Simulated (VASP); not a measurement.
Runs of VASP 6.6.1 on TePb. The structure is that of space group I-4m2 (No. 119), or close to it. The cells are those of the table. 

| level | cell | cutoff (eV) | smearing | gap on the mesh (eV) | pressure (GPa) |
| --- | --- | --- | --- | --- | --- |
| PBE | a = 5.242, b = 5.242, c = 4.904 Å, angles 62.1, 62.1, 55.8°, 2 atoms | 500 | fermi-dirac 0.02 eV | 0.34 | 0.8 |
| r2SCAN | a = 5.306, b = 5.306, c = 5.457 Å, angles 59.1, 59.1, 61.9°, 2 atoms | 550 | gaussian 0.01 eV | (b) | (a) |
| r2SCAN | a = 5.242, b = 5.242, c = 4.904 Å, angles 62.1, 62.1, 55.8°, 2 atoms | 550 | gaussian 0.01 eV | 0.48 | 0.3 |
| PBE | a = 5.306, b = 5.306, c = 5.457 Å, angles 59.1, 59.1, 61.9°, 2 atoms | 500 | fermi-dirac 0.02 eV | (c) | -2.0 |

Alike in all rows: task single point; potentials or basis VASP PAW PBE potentials, release 64 (Pb_d, Te); no spin polarisation; k mesh 6 × 6 × 6.

Problem. Fill in the values left out.

Solution. (a) -2.5; (b) 0.93; (c) 0.77.

Caveats: spin-orbit coupling is left out, which moves the levels of the heavy elements; the PAW data sets were made with another functional, which shifts forces and pressure a little (some runs).

A k mesh can miss the band edges, and the runs leave out spin-orbit coupling on Pb, Te.
